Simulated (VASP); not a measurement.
ZnSe, 2 atoms in the cell. The structure is cubic, space group F-43m (No. 216). The conventional cell has a = 5.608 Å, b = 5.608 Å, c = 5.608 Å, α = 90.00°, β = 90.00°, γ = 90.00°. Within 3.2 Å of Zn (site symmetry -43m) lie 4 Se at 2.43 Å. Within 3.2 Å of Se (site symmetry -43m) lie 4 Zn at 2.43 Å.  This cell differs from its parent crystal: volume changed by -3%.

```yaml
Program: VASP 6.6.1
Task: single point
Functional: r2SCAN
Potentials_or_basis: VASP PAW PBE potentials, release 64 (Zn, Se)
Cutoff: 520 eV
k_mesh: 6 × 6 × 6
Occupations: gaussian, width 0.01 eV
Spin: no spin polarisation
Dipole_correction: no
Further_INCAR_settings: ALGO = Normal; EDIFF = 1e-07; NBANDS = 16
```

Potentials or basis: VASP PAW PBE potentials, release 64 (Zn, Se).

Run with:

```console
$ cat potpaw_PBE.64/Zn/POTCAR potpaw_PBE.64/Se/POTCAR > POTCAR
$ cp INCAR.step1 INCAR
$ mpirun -np 1 vasp_std > vasp.out
$ cp INCAR.step2 INCAR
$ mpirun -np 1 vasp_std > vasp.out
```

Hardware: 1 thread of Intel(R) Xeon(R) 6975P-C (Granite Rapids) (shared host).

How long does it take, and how much memory?

Wall time 35 s on 1 thread of Intel(R) Xeon(R) 6975P-C (Granite Rapids) (shared host), peak memory 0.17 GiB. Counts: k points 16.
